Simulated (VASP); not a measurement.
A run of VASP 6.6.1 is set up as follows.

Contents of INCAR:

```
  PREC = Accurate
  ENCUT = 600
  EDIFF = 1E-6
  ISMEAR = 0
  SIGMA = 0.01
  LREAL = F
  LASPH = T
  NELM = 120
  ALGO = Normal
  ISIF = 2
  LWAVE = F
  LCHARG = F
  GGA = PE
  NBANDS = 11
  GGA_COMPAT = F
```

File KPOINTS:

```
Automatic mesh
0
Gamma
  10 10 10
```

The input POSCAR:

```
SiC
1.0
    0.0000000000      2.1898586896      2.1898586896
    2.1898586896      0.0000000000      2.1898586896
    2.1898586896      2.1898586896      0.0000000000
Si C
1 1
Direct
    0.0000000000      0.0000000000      0.0000000000
    0.2500000000      0.2500000000      0.2500000000
```

Potentials or basis: VASP PAW PBE potentials, release 64 (Si, C).

Command:

```bash
$ cat potpaw_PBE.64/Si/POTCAR potpaw_PBE.64/C/POTCAR > POTCAR
$ mpirun -np 1 vasp_std > vasp.out
```

Task: What does it give for the pressure?

Result: -0.2 GPa.

Task: Estimate the band gap on the k mesh.

Result: 1.37 eV (least direct gap 4.53 eV).

A k mesh can miss the band edges.
